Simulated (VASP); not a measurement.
# Pt in VASP: further runs

Pt is run at these levels: PBEsol, r2SCAN0, r2SCANh; tasks: single point.

Program: VASP 6.6.1. These are calculated values, not measurements. Logs are shortened: lines on timing, memory, paths and dates and some standing lists are left out, and cuts for length are marked.

### Step 1. The cell of the first run

Symmetry: I4/mmm, No. 139, tetragonal system. The conventional cell has a = 2.773 Å, b = 2.773 Å, c = 3.883 Å, α = 90.00°, β = 90.00°, γ = 90.00°. Within 3.6 Å of Pt (site symmetry 4/mmm) lie 12 Pt at 2.76 to 2.77 Å.

### Step 2. Single point, PBEsol, non-collinear spin, zero start, spin-orbit coupling (cell strained by -1.0% along z)

File INCAR:

```
SYSTEM = Pt
GGA      = PS             ! functional
LSORBIT  = .TRUE.         ! spin-orbit coupling
MAGMOM   = 0 0 0          ! initial moments
LORBIT   = 11             ! projections on sites
ISMEAR   = 1              ! smearing method
SIGMA    = 0.05           ! smearing width, eV
LWAVE    = .FALSE.        ! write WAVECAR
LCHARG   = .FALSE.        ! write CHGCAR
ISIF     = 2              ! what is computed and relaxed
PREC     = Accurate       ! precision mode
LASPH    = .TRUE.         ! aspherical terms in the spheres
LREAL    = .FALSE.        ! projectors in reciprocal space
ALGO     = Normal         ! electronic algorithm
EDIFF    = 1E-8           ! SCF threshold, eV
NELM     = 200            ! most SCF steps
GGA_COMPAT= .FALSE.      
ENCUT    = 510            ! plane-wave cutoff, eV
LMAXMIX  = 4              ! l up to which the mixer works
```

File KPOINTS:

```
Automatic mesh
0
Gamma
  23 23 23
  0 0 0
```

File POSCAR:

```
Pt
1.0
    0.0000000000      1.9609000000      1.9412910000
    1.9609000000      0.0000000000      1.9412910000
    1.9609000000      1.9609000000      0.0000000000
Pt
1
Direct
    0.0000000000      0.0000000000      0.0000000000
```

Potentials or basis: VASP PAW PBE potentials, release 64 (Pt).

Run with:

```bash
> cat potpaw_PBE.64/Pt/POTCAR > POTCAR
> mpirun -np 1 vasp_ncl > vasp.out
```

OUTCAR:

```text
SYSTEM = Pt
   GGA = PS
   LSORBIT = .TRUE.
   LORBIT = 11
   ISMEAR = 1
   ISIF = 2
   PREC = Accurate
   LASPH = .TRUE.
   LREAL = .FALSE.
   EDIFF = 1E-8
   NELM = 200
   ENCUT = 510

 ion  position               nearest neighbor table
   1  0.000  0.000  0.000-

  LATTYP: Found a body centered tetragonal cell.
 ALAT       =     2.7731313745
 C/A-ratio  =     1.4000714267

  Lattice vectors:

 A1 = (   0.0000000000,  -1.9609000000,  -1.9412910000)
 A2 = (   0.0000000000,   1.9609000000,  -1.9412910000)
 A3 = (   1.9609000000,   0.0000000000,   1.9412910000)

Analysis of symmetry for initial positions (statically):
=====================================================================
 Subroutine PRICEL returns:
 Original cell was already a primitive cell.

 Routine SETGRP: Setting up the symmetry group for a
 body centered tetragonal supercell.

 Subroutine GETGRP returns: Found 16 space group operations
 (whereof 16 operations were pure point group operations)
 out of a pool of 16 trial point group operations.

The static configuration has the point symmetry D_4h.

Analysis of symmetry for dynamics (positions and initial velocities):
=====================================================================
 Subroutine PRICEL returns:
 Original cell was already a primitive cell.

 Routine SETGRP: Setting up the symmetry group for a
 body centered tetragonal supercell.

 Subroutine GETGRP returns: Found 16 space group operations
 (whereof 16 operations were pure point group operations)
 out of a pool of 16 trial point group operations.

The dynamic configuration has the point symmetry D_4h.

Analysis of structural, dynamic, and magnetic symmetry:
=====================================================================
 Subroutine PRICEL returns:
 Original cell was already a primitive cell.

 Routine SETGRP: Setting up the symmetry group for a
 body centered tetragonal supercell.

 Subroutine GETGRP returns: Found 16 space group operations
 (whereof 16 operations were pure point group operations)
 out of a pool of 16 trial point group operations.

The overall configuration has the point symmetry D_4h.

 Subroutine INISYM returns: Found 16 space group operations
 (whereof 16 operations are pure point group operations),
 and found     1 'primitive' translations

----------------------------------------------------------------------------------------

                                     Primitive cell

  volume of cell :      14.9290

  direct lattice vectors                    reciprocal lattice vectors
     0.000000000  1.960900000  1.941291000    -0.254984956  0.254984956  0.257560562
     1.960900000  0.000000000  1.941291000     0.254984956 -0.254984956  0.257560562
     1.960900000  1.960900000  0.000000000     0.254984956  0.254984956 -0.257560562

  length of vectors
     2.759300556  2.759300556  2.773131374     0.443138915  0.443138915  0.443138915

  position of ions in fractional coordinates (direct lattice)
     0.000000000  0.000000000  0.000000000

  ion indices of the primitive-cell ions
   primitive index   ion index
                 1           1

----------------------------------------------------------------------------------------

 KPOINTS: Automatic mesh

Automatic generation of k-mesh.
 Grid dimensions read from file:
 generate k-points for:   23   23   23

 Generating k-lattice:

  Cartesian coordinates                     Fractional coordinates (reciprocal lattice)
    -0.011086302  0.011086302  0.011198285     0.043478261  0.000000000  0.000000000
     0.011086302 -0.011086302  0.011198285     0.000000000  0.043478261  0.000000000
     0.011086302  0.011086302 -0.011198285     0.000000000  0.000000000  0.043478261

  Length of vectors
     0.019266909  0.019266909  0.019266909

  Shift w.r.t. Gamma in fractional coordinates (k-lattice)
     0.000000000  0.000000000  0.000000000

 Subroutine IBZKPT returns following result:
 ===========================================

 Found    936 irreducible k-points:

 Following reciprocal coordinates:
            Coordinates               Weight
  0.000000  0.000000  0.000000      1.000000
  0.043478 -0.000000  0.000000      8.000000
  0.086957 -0.000000  0.000000      8.000000
  0.130435  0.000000  0.000000      8.000000
  0.173913 -0.000000  0.000000      8.000000
  0.217391 -0.000000  0.000000      8.000000
[... 16 lines left out ...]
  0.478261  0.043478  0.000000      8.000000
 -0.478261  0.043478  0.000000      8.000000
 [... further k-points ...]
   k-points           NKPTS =    936   k-points in BZ     NKDIM =    936   number of bands    NBANDS=     18
   number of dos      NEDOS =    301   number of ions     NIONS =      1
   total plane-waves  NPLWV =   8000
   dimension x,y,z NGX =    20 NGY =   20 NGZ =   20
   dimension x,y,z NGXF=    40 NGYF=   40 NGZF=   40
   ions per type =               1
   NGX,Y,Z   is equivalent  to a cutoff of  12.05, 12.05, 11.99 a.u.
   NGXF,Y,Z  is equivalent  to a cutoff of  24.10, 24.10, 23.98 a.u.
 SYSTEM =  Pt
   PREC   = accura    normal or accurate (medium, high low for compatibility)
   ISTART =      0    job   : 0-new  1-cont  2-samecut
   ICHARG =      2    charge: 1-file 2-atom 10-const
   ISPIN  =      1    spin polarized calculation?
   LNONCOLLINEAR =      T non collinear calculations
   LSORBIT =      T    spin-orbit coupling
   LASPH  =      T    aspherical Exc in radial PAW
   ENCUT  =  510.0 eV  37.48 Ry    6.12 a.u.   5.08  5.08  5.11*2*pi/ulx,y,z
   NELM   =    200;   NELMIN=  2; NELMDL= -5     # of ELM steps
   EDIFF  = 0.1E-07   stopping-criterion for ELM
   LREAL  =      F    real-space projection
   EDIFFG = 0.1E-06   stopping-criterion for IOM
   NSW    =      0    number of steps for IOM
   IBRION =     -1    ionic relax: 0-MD 1-quasi-New 2-CG
   NFREE  =      0    steps in history (QN), initial steepest desc. (CG)
   ISIF   =      2    stress and relaxation
   ISYM   =      2    0-nonsym 1-usesym 2-fastsym
   POTIM  = 0.5000    time-step for ionic-motion
   TEBEG  =    0.0;   TEEND  =   0.0 temperature during run

   SCALEE = 1.0000    scale energy and forces
   PSTRESS=    0.0 pullay stress
   NELECT =      10.0000    total number of electrons
   NUPDOWN=      -1.0000    fix difference up-down
   EMIN   =  10.00;   EMAX   =-10.00  energy-range for DOS
   EFERMI =   0.00;   METHOD = LEGACY
   ISMEAR =     1;   SIGMA  =   0.05  broadening in eV -4-tet -1-fermi 0-gaus
   EFERMI_NEDOS =   21; number of points for ismear=-14 and -15
   IALGO  =     38    algorithm
   IMIX   =      4    mixing-type and parameters
     AMIX     =   0.40;   BMIX     =  1.00
     AMIX_MAG =   1.60;   BMIX_MAG =  1.00
  volume/ion in A,a.u.               =      14.93       100.75
  Fermi-wavevector in a.u.,A,eV,Ry     =   1.432400  2.706844 27.916023  2.051770
  Thomas-Fermi vector in A             =   2.552032
   LORBIT       =     11    0 simple, 1 ext, 2 COOP (PROOUT), +10 PAW based schemes
   GGA     = PS    functional components
   LHFCALC =     F    Hartree Fock is set to
   AEXX    =    0.0000 exact exchange contribution
   IVDW    =     0    specifies the selected vdW correction
   LEPSILON=     F    determine dielectric tensor
   LRPA    =     F    only Hartree local field effects (RPA)

   CSHIFT  =0.1000    complex shift for real part using Kramers Kronig

   OMEGAMAX=  -1.0    maximum frequency
 Methfessel and Paxton  Order N= 1 SIGMA  =   0.05
  energy-cutoff  :      510.00
  volume of cell :       14.93
 maximum number of plane-waves:       798
   NGX = 11   NGY = 11   NGZ = 11

 number of electron      10.0000000 magnetization       0.0000000      0.0000000      0.0000000

 number of electron      10.0000001 magnetization      -0.0000000     -0.0000000      0.0000000

 number of electron      10.0000001 magnetization       0.0000000      0.0000000     -0.0000000

 Free energy of the ion-electron system (eV)
  ---------------------------------------------------
  ext. energy  EPLUGINS =         0.00000000
  ---------------------------------------------------
  free energy    TOTEN  =        -7.35707567 eV

  energy without entropy =       -7.35712329  energy(sigma->0) =       -7.35709155

 E-fermi :  11.3407     XC(G=0): -13.6908

 val. band max:       11.3397509166   @ k =  -0.4348   0.3043   0.0000
 cond. band min:      11.3411470810   @ k =  -0.4783   0.0870   0.0000
 fundamental gap:      0.0013961644
 Fermi energy:        11.3406746980

 k-point     1 :       0.0000    0.0000    0.0000
  band No.  band energies     occupation
      1       0.8842      1.00000
      2       0.8842      1.00000
      3       6.9410      1.00000
      4       6.9410      1.00000
      5       7.0020      1.00000
      6       7.0020      1.00000
[... 10 lines left out ...]
     17      30.9840      0.00000
     18      30.9842      0.00000
[... 463 lines left out ...]
 k-point    24 :      -0.4783    0.0435    0.0000
  band No.  band energies     occupation
      1       3.8390      1.00000
      2       3.8390      1.00000
      3       6.8104      1.00000
      4       6.8104      1.00000
      5       7.7956      1.00000
      6       7.7956      1.00000
[... 10 lines left out ...]
     17      29.5192      0.00000
     18      29.5192      0.00000

 [... further k-points ...]
[... 5 lines left out ...]
  --------------------------------------------------------------------------------------
  -------------------------------------------------------------------------------------
  Total        0.1843308      0.1843308      0.2899582      0.0000000     -0.0000000      0.0000000
  in kB       19.7823028     19.7823028     31.1181966      0.0000000     -0.0000000      0.0000000
  external PRESSURE =      23.5609340 kB  Pullay stress =       0.0000000 kB

 VOLUME and BASIS-vectors are now :
 -----------------------------------------------------------------------------
  energy-cutoff  :      510.00
  volume of cell :       14.93
      direct lattice vectors                 reciprocal lattice vectors
     0.000000000  1.960900000  1.941291000    -0.254984956  0.254984956  0.257560562
     1.960900000  0.000000000  1.941291000     0.254984956 -0.254984956  0.257560562
     1.960900000  1.960900000  0.000000000     0.254984956  0.254984956 -0.257560562

 POSITION                                       TOTAL-FORCE (eV/Angst)
 -----------------------------------------------------------------------------------
      0.00000      0.00000      0.00000         0.000000      0.000000      0.000000
 -----------------------------------------------------------------------------------
    total drift:                                0.000000      0.000000      0.000000

  FREE ENERGIE OF THE ION-ELECTRON SYSTEM (eV)
  ---------------------------------------------------
  free  energy   TOTEN  =        -7.3570756721 eV

  energy  without entropy=       -7.3571232938  energy(sigma->0) =       -7.35709155

 Spin-Orbit-Coupling matrix elements

 Ion:    1  E_soc:     -0.7832600
 l=   1
     0.0000000    -0.0342323    -0.0341318
    -0.0342323     0.0000000    -0.0342323
    -0.0341318    -0.0342323     0.0000000
 l=   2
     0.0000000    -0.0167385     0.0000000    -0.0167385    -0.0801857
    -0.0167385     0.0000000    -0.0596643    -0.0165776    -0.0197324
     0.0000000    -0.0596643     0.0000000    -0.0596643     0.0000000
    -0.0167385    -0.0165776    -0.0596643     0.0000000    -0.0197324
    -0.0801857    -0.0197324     0.0000000    -0.0197324     0.0000000
 l=   3
     0.0000000     0.0000000     0.0000000     0.0000000     0.0000000     0.0000000     0.0000000
     0.0000000     0.0000000     0.0000000     0.0000000     0.0000000     0.0000000     0.0000000
     0.0000000     0.0000000     0.0000000     0.0000000     0.0000000     0.0000000     0.0000000
     0.0000000     0.0000000     0.0000000     0.0000000     0.0000000     0.0000000     0.0000000
     0.0000000     0.0000000     0.0000000     0.0000000     0.0000000     0.0000000     0.0000000
     0.0000000     0.0000000     0.0000000     0.0000000     0.0000000     0.0000000     0.0000000
     0.0000000     0.0000000     0.0000000     0.0000000     0.0000000     0.0000000     0.0000000

 total charge

# of ion       s       p       d       tot
------------------------------------------
    1        0.641   0.646   8.026   9.313

 magnetization (x)

# of ion       s       p       d       tot
------------------------------------------
    1        0.000   0.000   0.000   0.000

 magnetization (y)

# of ion       s       p       d       tot
------------------------------------------
    1        0.000   0.000  -0.000  -0.000

 magnetization (z)

# of ion       s       p       d       tot
------------------------------------------
    1       -0.000   0.000   0.000   0.000
```

It took 5.9 min on 1 thread of Intel Xeon Platinum 8259CL at 2.50GHz (Skylake/Cascade Lake), shared host; peak memory 0.44 GiB.

Results:

```
Free energy                                           : -7.3571 eV
Pressure                                              : 2.4 GPa
Net moment                                            : 0.00 μB per cell
Valence electrons inside the program's atomic spheres : Pt 9.31
```

Stress tensor (GPa, compression positive):
```
1.98 0.00 0.00
0.00 1.98 0.00
0.00 0.00 3.11
```

Moments on the atoms (μB; x, y, z):
```
Pt  0.00 0.00 0.00
```

Caveat: the cell differs from its parent crystal (cell strained by -1.0% along z); the PAW data sets were made with another functional, which shifts forces and pressure a little.

[end of part 1 of 3]
